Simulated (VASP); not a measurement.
Here is a VASP 6.6.1 calculation.

INCAR

```
ALGO = Normal
EDIFF = 1E-7
ENCUT = 520
GGA = RP
ISIF = 2
ISMEAR = -1
LASPH = T
LCHARG = T
LELF = T
LREAL = F
LVHAR = T
LWAVE = F
NBANDS = 26
NELM = 80
PREC = Accurate
SIGMA = 0.05
```

File KPOINTS:

```
k-points
0
Gamma
  12 12 4
```

File POSCAR:

```
C
1.0
    2.5221000000      0.0000000000      0.0000000000
   -1.2610500000      2.1842026709      0.0000000000
    0.0000000000      0.0000000000      8.2371000000
C
8
Direct
    0.6666666667      0.3333333333      0.8437500000
    0.3333333333      0.6666666667      0.3437500000
    0.6666666667      0.3333333333      0.6562500000
    0.3333333333      0.6666666667      0.1562500000
    0.0000000000      0.0000000000      0.9062500000
    0.0000000000      0.0000000000      0.4062500000
    0.0000000000      0.0000000000      0.5937500000
    0.0000000000      0.0000000000      0.0937500000
```

Potentials or basis: VASP PAW PBE potentials, release 64 (C).

The run is started by

```sh
$ cat potpaw_PBE.64/C/POTCAR > POTCAR
$ mpirun -np 1 vasp_std > vasp.out
```

(1) Estimate the pressure.

(2) Predict the band gap on the k mesh.

(3) What does it give for the largest force?

## Answers

(1) 8.9 GPa.

(2) 4.41 eV (least direct gap 5.18 eV).

(3) 0.326 eV/Å.

Caveat: the stress differs along the axes, from 5 to 17 GPa; the PAW data sets were made with another functional, which shifts forces and pressure a little.
